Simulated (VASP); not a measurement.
Input of a VASP 6.6.1 run:

Contents of INCAR:

```
SYSTEM = Ag
PREC     = Accurate       ! precision mode
ENCUT    = 520            ! plane-wave cutoff, eV
EDIFF    = 1E-6           ! SCF threshold, eV
ISMEAR   = -1             ! smearing method
SIGMA    = 0.05           ! smearing width, eV
LREAL    = .False.        ! projectors in reciprocal space
LASPH    = .True.         ! aspherical terms in the spheres
NELM     = 60             ! most SCF steps
ALGO     = Normal         ! electronic algorithm
ISIF     = 2              ! what is computed and relaxed
LWAVE    = .False.        ! write WAVECAR
LCHARG   = .False.        ! write CHGCAR
GGA      = CA             ! functional
NBANDS   = 18             ! bands
```

KPOINTS

```
regular mesh
0
Gamma
  14 14 8
  0 0 0
```

File POSCAR:

```
Ag
1.0
    2.9592980612      0.0000000000      0.0000000000
   -1.4796490306      2.5628272984      0.0000000000
    0.0000000000      0.0000000000      4.7900000000
Ag
2
Direct
    0.3333333333      0.6666666667      0.2500000000
    0.6666666667      0.3333333333      0.7500000000
```

Potentials or basis: VASP PAW LDA potentials, release 64 (Ag).

The run is started by

```console
$ cat potpaw_LDA.64/Ag/POTCAR > POTCAR
$ mpirun -np 1 vasp_std > vasp.out
```

Q: Predict the band gap on the k mesh.

A: Zero (band 11 reaches 10.76 eV, above the bottom of band 12 at 3.99 eV).

Q: Predict the pressure.

A: -11.8 GPa.

Stress tensor (GPa, compression positive):
```
-11.88   0.00   0.00
  0.00 -11.88   0.00
  0.00   0.00 -11.58
```

Caveat: the cell differs from its parent crystal (equal xx and yy strain of +1 %).
